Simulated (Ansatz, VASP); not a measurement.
# One calculation of MnO, two programs

INCAR

```
SYSTEM = MnO
PREC = Accurate ; ENCUT = 520
EDIFF = 1E-6 ; ISMEAR = -1
SIGMA = 0.05 ; LREAL = .False.
LASPH = .True. ; NELM = 150
ALGO = Normal ; ISIF = 2
LWAVE = .False. ; LCHARG = .False.
ISPIN = 2 ; MAGMOM = 4 0
LORBIT = 11 ; LMAXMIX = 4
GGA = PE ; NBANDS = 20
```

File KPOINTS:

```
regular mesh
0
Gamma
  9 9 9
  0 0 0
```

POSCAR

```
MnO
1.0
    2.9909715306     -1.7283524491      0.0000000000
    2.9909715306      1.7283524491      0.0000000000
   -1.9977723729      0.0000000000      2.8289211086
Mn O
1 1
Direct
    0.5001990000      0.5001990000      0.5006650000
    0.7498025000      0.7498025000      0.2493360000
```

Contents of input.yaml:

```yaml
crystal:
  lattice:
    - [2.9909715306, -1.7283524491, 0.0]
    - [2.9909715306, 1.7283524491, 0.0]
    - [-1.9977723729, 0.0, 2.8289211086]
  atoms:
    - { symbol: Mn, position: [0.500199, 0.500199, 0.500665], spin: 4.0 }
    - { symbol: O, position: [0.7498025, 0.7498025, 0.249336] }
kpoints:
  mp_grid: { grid: [9, 9, 9] }
scf:
  occupations: { method: fermi_dirac, width: 0.05 }
hamiltonian:
  xc: pbe
  pseudopotentials: { kind: all_electron, lapw: { basis_error: 0.0005 } }
magnetization:
  spin_polarized: true
output:
  forces: true
  stress: true
  eigenvalues: true
```

Change from the starting cell: volume scaled by 1.02.

Alike in both runs: task single point; functional PBE; k mesh 9 × 9 × 9; occupations fermi-dirac, width 0.05 eV; collinear spin.

```csv
,VASP,Ansatz
version,VASP 6.6.1,Ansatz 0.2.0
potentials or method,"VASP PAW PBE potentials, release 64 (Mn_pv, O), cutoff 520 eV","all-electron LAPW, scalar-relativistic"
```

|  | VASP | Ansatz | Ansatz less VASP |
| --- | --- | --- | --- |
| pressure (GPa) | -5.5 | -5.7 | -0.19 |
| traceless stress, the component that is largest in VASP (GPa) | -0.13 | -0.13 | 0.000 |
| net moment per atom (μB) | 2.50 | 2.50 | 0.000 |
| size of the moment on the site where the two differ most (μB) | 4.44 | 4.36 | -0.081 |

Site moments also hang on the region over which each program counts them. Ansatz ran all-electron here, and VASP with PAW potentials.
